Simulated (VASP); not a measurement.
# Si4O7 (a cell with a defect) in VASP: notebook, part 3 of 3

VASP 6.6.1.

### 4 Single point, PBE

Contents of INCAR:

```
ALGO = Normal ; EDIFF = 1E-6
ENCUT = 520 ; GGA = PE
ISIF = 2 ; ISMEAR = 0
LASPH = True ; LCHARG = False
LREAL = False ; LWAVE = False
NBANDS = 40 ; NELM = 80
PREC = Accurate ; SIGMA = 0.05
```

Contents of KPOINTS:

```
k-points
0
Gamma
  4 4 4
```

Contents of POSCAR:

```
Si4O7
1.0
    5.0799801732      0.0000000000      0.0000000000
    0.0000000000      5.0799801732      0.0000000000
    0.0000000000      0.0000000000      7.0914769300
Si O
4 7
Direct
    0.2944292339      0.2944292339      0.0000000000
    0.2055707661      0.7944292339      0.2500000000
    0.7055707661      0.7055707661      0.5000000000
    0.7944292339      0.2055707661      0.7500000000
    0.4053663613      0.7409644515      0.4248320116
    0.7590355485      0.9053663613      0.6748320116
    0.5946336387      0.2590355485      0.9248320116
    0.7409644515      0.4053663613      0.5751679884
    1.1018711526      1.1878157409      0.2371408494
    0.2590355485      0.5946336387      0.0751679884
    0.0946336387      0.2409644515      0.8251679884
```

Potentials or basis: VASP PAW PBE potentials, release 64 (Si, O).

Command:

```console
> cat potpaw_PBE.64/Si/POTCAR potpaw_PBE.64/O/POTCAR > POTCAR
> mpirun -np 1 vasp_std > vasp.out
```

OUTCAR:

```text
EDIFF = 1E-6
   ENCUT = 520
   GGA = PE
   ISIF = 2
   ISMEAR = 0
   LASPH = True
   LREAL = False
   NELM = 80
   PREC = Accurate

 ion  position               nearest neighbor table
   1  0.294  0.294  0.000-  11 1.63  10 1.63   7 1.63   9 2.02   2 3.13   4 3.13   2 3.13   4 3.13

   2  0.206  0.794  0.250-   5 1.63  10 1.63   9 2.07   3 3.13   1 3.13   1 3.13   3 3.13
   3  0.706  0.706  0.500-   6 1.63   5 1.63   8 1.63   4 3.13   2 3.13   4 3.13   2 3.13
   4  0.794  0.206  0.750-   7 1.63   8 1.63   6 1.63  11 1.63   1 3.13   3 3.13   3 3.13   1 3.13

   5  0.405  0.741  0.425-   2 1.63   3 1.63
   6  0.759  0.905  0.675-   3 1.63   4 1.63
   7  0.595  0.259  0.925-   4 1.63   1 1.63
   8  0.741  0.405  0.575-   4 1.63   3 1.63
   9  0.102  0.188  0.237-   1 2.02   2 2.07
  10  0.259  0.595  0.075-   2 1.63   1 1.63
  11  0.095  0.241  0.825-   1 1.63   4 1.63

  LATTYP: Found a simple tetragonal cell.
 ALAT       =     5.0799801732
 C/A-ratio  =     1.3959654739

  Lattice vectors:

 A1 = (   5.0799801732,   0.0000000000,   0.0000000000)
 A2 = (   0.0000000000,   5.0799801732,   0.0000000000)
 A3 = (   0.0000000000,   0.0000000000,   7.0914769300)

Analysis of symmetry for initial positions (statically):
=====================================================================
 Subroutine PRICEL returns:
 Original cell was already a primitive cell.

 Routine SETGRP: Setting up the symmetry group for a
 simple tetragonal supercell.

 Subroutine GETGRP returns: Found  1 space group operations
 (whereof  1 operations were pure point group operations)
 out of a pool of 16 trial point group operations.

The static configuration has the point symmetry C_1 .

Analysis of symmetry for dynamics (positions and initial velocities):
=====================================================================
 Subroutine PRICEL returns:
 Original cell was already a primitive cell.

 Routine SETGRP: Setting up the symmetry group for a
 simple tetragonal supercell.

 Subroutine GETGRP returns: Found  1 space group operations
 (whereof  1 operations were pure point group operations)
 out of a pool of 16 trial point group operations.

The dynamic configuration has the point symmetry C_1 .

 Subroutine INISYM returns: Found  1 space group operations
 (whereof  1 operations are pure point group operations),
 and found     1 'primitive' translations

----------------------------------------------------------------------------------------

                                     Primitive cell

  volume of cell :     183.0041

  direct lattice vectors                    reciprocal lattice vectors
     5.079980173  0.000000000  0.000000000     0.196851162  0.000000000  0.000000000
     0.000000000  5.079980173  0.000000000     0.000000000  0.196851162  0.000000000
     0.000000000  0.000000000  7.091476930     0.000000000  0.000000000  0.141014349

  length of vectors
     5.079980173  5.079980173  7.091476930     0.196851162  0.196851162  0.141014349

  position of ions in fractional coordinates (direct lattice)
     0.294429234  0.294429234  0.000000000
     0.205570766  0.794429234  0.250000000
[... 77 lines left out ...]
   k-points           NKPTS =     36   k-points in BZ     NKDIM =     36   number of bands    NBANDS=     40
   number of dos      NEDOS =    301   number of ions     NIONS =     11
   total plane-waves  NPLWV =  86400
   dimension x,y,z NGX =    40 NGY =   40 NGZ =   54
   dimension x,y,z NGXF=    80 NGYF=   80 NGZF=  108
   ions per type =               4   7
   NGX,Y,Z   is equivalent  to a cutoff of  13.09, 13.09, 12.66 a.u.
   NGXF,Y,Z  is equivalent  to a cutoff of  26.18, 26.18, 25.32 a.u.
 SYSTEM =  unknown system
   PREC   = accura    normal or accurate (medium, high low for compatibility)
   ISTART =      0    job   : 0-new  1-cont  2-samecut
   ICHARG =      2    charge: 1-file 2-atom 10-const
   ISPIN  =      1    spin polarized calculation?
   LNONCOLLINEAR =      F non collinear calculations
   LSORBIT =      F    spin-orbit coupling
   LASPH  =      T    aspherical Exc in radial PAW
   ENCUT  =  520.0 eV  38.22 Ry    6.18 a.u.   9.45  9.45 13.19*2*pi/ulx,y,z
   NELM   =     80;   NELMIN=  2; NELMDL= -5     # of ELM steps
   EDIFF  = 0.1E-05   stopping-criterion for ELM
   LREAL  =      F    real-space projection
   EDIFFG = 0.1E-04   stopping-criterion for IOM
   NSW    =      0    number of steps for IOM
   IBRION =     -1    ionic relax: 0-MD 1-quasi-New 2-CG
   NFREE  =      0    steps in history (QN), initial steepest desc. (CG)
   ISIF   =      2    stress and relaxation
   ISYM   =      2    0-nonsym 1-usesym 2-fastsym
   POTIM  = 0.5000    time-step for ionic-motion
   TEBEG  =    0.0;   TEEND  =   0.0 temperature during run
   PSTRESS=    0.0 pullay stress
   NELECT =      58.0000    total number of electrons
   NUPDOWN=      -1.0000    fix difference up-down
   EMIN   =  10.00;   EMAX   =-10.00  energy-range for DOS
   EFERMI =   0.00;   METHOD = LEGACY
   ISMEAR =     0;   SIGMA  =   0.05  broadening in eV -4-tet -1-fermi 0-gaus
   EFERMI_NEDOS =   21; number of points for ismear=-14 and -15
   IALGO  =     38    algorithm
   IMIX   =      4    mixing-type and parameters
     AMIX     =   0.40;   BMIX     =  1.00
     AMIX_MAG =   1.60;   BMIX_MAG =  1.00
  volume/ion in A,a.u.               =      16.64       112.27
  Fermi-wavevector in a.u.,A,eV,Ry     =   1.116171  2.109257 16.950639  1.245837
  Thomas-Fermi vector in A             =   2.252782
   LORBIT       =      0    0 simple, 1 ext, 2 COOP (PROOUT), +10 PAW based schemes
   GGA     = PE    functional components
   LHFCALC =     F    Hartree Fock is set to
   AEXX    =    0.0000 exact exchange contribution
   IVDW    =     0    specifies the selected vdW correction
   LEPSILON=     F    determine dielectric tensor
   LRPA    =     F    only Hartree local field effects (RPA)
 non-spin polarized calculation
 Gauss-broadening in eV      SIGMA  =   0.05
  energy-cutoff  :      520.00
  volume of cell :      183.00
 maximum number of plane-waves:      4954
 NGX is ok and might be reduce to    40
   NGX = 19   NGY = 19   NGZ = 27

 number of electron      57.9999993 magnetization

 Free energy of the ion-electron system (eV)
  ---------------------------------------------------
  ext. energy  EPLUGINS =         0.00000000
  ---------------------------------------------------
  free energy    TOTEN  =       -80.27871721 eV

  energy without entropy =      -80.27871721  energy(sigma->0) =      -80.27871721

 E-fermi :   2.3778     XC(G=0):  -8.0386

 val. band max:        2.1335266829   @ k =   0.5000   0.5000   0.5000
 cond. band min:       3.5509369147   @ k =   0.0000   0.0000   0.5000
 fundamental gap:      1.4174102317
 Fermi energy:         2.3778152502

 k-point     1 :       0.0000    0.0000    0.0000
  band No.  band energies     occupation
      1     -19.8385      2.00000
      2     -18.9254      2.00000
      3     -18.8476      2.00000
      4     -18.2692      2.00000
      5     -18.0665      2.00000
      6     -17.8134      2.00000
[... 1021 lines left out ...]
     39       9.4888      0.00000
     40      10.0441      0.00000

 [... further k-points ...]

------------------------ aborting loop because EDIFF is reached ----------------------------------------

  FORCE on cell =-STRESS in cart. coord.  units (eV):
  Direction    XX          YY          ZZ          XY          YZ          ZX
  --------------------------------------------------------------------------------------
  -------------------------------------------------------------------------------------
  Total       -6.0769368     -3.4866802     -6.2413499      1.5703245      0.2589063      7.2118757
  in kB      -53.2028103    -30.5254424    -54.6422259     13.7479913      2.2666918     63.1390567
  external PRESSURE =     -46.1234929 kB  Pullay stress =       0.0000000 kB

 VOLUME and BASIS-vectors are now :
 -----------------------------------------------------------------------------
  energy-cutoff  :      520.00
  volume of cell :      183.00
      direct lattice vectors                 reciprocal lattice vectors
     5.079980173  0.000000000  0.000000000     0.196851162  0.000000000  0.000000000
     0.000000000  5.079980173  0.000000000     0.000000000  0.196851162  0.000000000
     0.000000000  0.000000000  7.091476930     0.000000000  0.000000000  0.141014349

 POSITION                                       TOTAL-FORCE (eV/Angst)
 -----------------------------------------------------------------------------------
      1.49569      1.49569      0.00000        -2.479647      0.078338      2.516509
      1.04430      4.03568      1.77287        -4.176392      1.778126      2.228819
      3.58429      3.58429      3.54574         2.622164      0.130472     -1.698827
      4.03568      1.04430      5.31861         0.239218     -0.273423     -0.781192
      2.05925      3.76408      3.01269        -0.013392      0.384099     -0.431872
      3.85589      4.59924      4.78556        -0.126344      0.324263      0.631196
      3.02073      1.31590      6.55842        -0.840272     -0.277415      0.931932
      3.76408      2.05925      4.07879        -0.237378     -0.414151      0.616611
      0.51750      0.95410      1.68168         3.979213     -3.678292     -3.675040
      1.31590      3.02073      0.53305         0.653411      2.124558     -0.501512
      0.48074      1.22409      5.85166         0.379421     -0.176576      0.163374
 -----------------------------------------------------------------------------------
    total drift:                                0.000223     -0.000225     -0.000253

  FREE ENERGIE OF THE ION-ELECTRON SYSTEM (eV)
  ---------------------------------------------------
  free  energy   TOTEN  =       -80.2787172132 eV

  energy  without entropy=      -80.2787172132  energy(sigma->0) =      -80.27871721
```

Run time: 8.7 min. Hardware: 1 thread of Intel Xeon 8259CL, shared host; peak memory 0.38 GiB.

Results:

```yaml
Free_energy: -80.2787 eV
Pressure: -4.6 GPa
Largest_force: 6.548 eV/Å
Band_gap_on_the_k_mesh: 1.42 eV
```

Forces in eV/Å, atoms in the order of the input:
```
Si  -2.480  0.078  2.517
Si  -4.176  1.778  2.229
Si   2.622  0.130 -1.699
Si   0.239 -0.273 -0.781
O   -0.013  0.384 -0.432
O   -0.126  0.324  0.631
O   -0.840 -0.277  0.932
O   -0.237 -0.414  0.617
O    3.979 -3.678 -3.675
O    0.653  2.125 -0.502
O    0.379 -0.177  0.163
```

Levels at points of the mesh, in eV from the valence-band top:
| k point | band 26 | band 27 | band 28 | band 29 | band 30 | band 31 | band 32 | band 33 |
| --- | --- | --- | --- | --- | --- | --- | --- | --- |
| (0.00, 0.00, 0.00) | -3.39 | -3.14 | -2.05 | -1.22 | 1.56 | 2.97 | 4.66 | 4.78 |
| (0.50, 0.00, 0.00) | -3.51 | -3.17 | -2.09 | -0.26 | 1.52 | 2.76 | 4.49 | 4.82 |
| (0.00, 0.50, 0.00) | -3.46 | -3.28 | -2.12 | -0.80 | 1.81 | 2.88 | 4.14 | 5.06 |
| (0.50, 0.50, 0.00) | -3.51 | -3.22 | -2.09 | -0.04 | 2.01 | 2.65 | 3.92 | 4.52 |
| (0.00, 0.00, 0.50) | -3.42 | -3.20 | -2.09 | -0.98 | 1.42 | 3.16 | 3.97 | 5.03 |
| (0.50, 0.00, 0.50) | -3.36 | -3.16 | -2.08 | -0.36 | 1.66 | 2.64 | 4.48 | 4.69 |
| (0.00, 0.50, 0.50) | -3.43 | -3.14 | -2.11 | -0.84 | 1.95 | 2.86 | 4.31 | 4.81 |
| (0.50, 0.50, 0.50) | -3.36 | -3.24 | -2.12 | 0.00 | 1.98 | 2.63 | 3.97 | 4.56 |

Caveat: the cell differs from its parent crystal (atoms taken out, atom 9 moved 0.875 of the way to it and +0.900 Å across, host rigid).

### 5 Summary

```csv
cell,gap on the mesh (eV),pressure (GPa),largest force (eV/Å)
"as given, atomic positions A",2.36,-0.8,7.15
"as given, atomic positions B",0.30,-1.6,3.43
"as given, atomic positions C",1.42,-4.6,6.55
```

Alike in all rows: task single point; level PBE; potentials or basis VASP PAW PBE potentials, release 64 (Si, O); no spin polarisation; k mesh 4 × 4 × 4; cutoff (eV) 520; smearing gaussian 0.05 eV.

Caveats: semilocal functionals underestimate gaps, and a narrow one can read as zero (at least some runs).

Total energies depend on the potentials used, so only differences within one code and one set of settings carry meaning.
